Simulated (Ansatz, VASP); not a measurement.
## TePb: VASP beside Ansatz

```
Pb Te
1.0
     0.00000    3.66740    3.66740
     3.66740    0.00000    3.66740
     3.66740    3.66740    0.00000
Pb Te
1 1
Direct
  0.00000 0.00000 0.00000
  0.25000 0.25000 0.25000
```

Alike in both runs: task electric field gradients; functional LDA; k mesh 10 × 10 × 10; occupations fermi-dirac, width 0.05 eV; no spin polarisation.

```csv
,VASP,Ansatz
version,VASP 6.6.1,Ansatz 0.2.0
potentials or method,"VASP PAW LDA potentials, release 64 (Pb_d, Te)","PAW with Ansatz's default frozen-core files, scalar-relativistic"
plane-wave cutoff (eV),520,420
valence electrons in the cell,20,30
```

```tsv
	VASP	Ansatz	Ansatz less VASP
pressure (GPa)	-2.1	-2.2	-0.04
```

LDA's correlation is that of Perdew and Zunger in VASP and of Perdew and Wang (1992) in Ansatz. VASP's potentials hold 20 valence electrons a cell and Ansatz's 30, so a difference there can come from the potentials and not from the codes.

Spin-orbit coupling is off throughout.
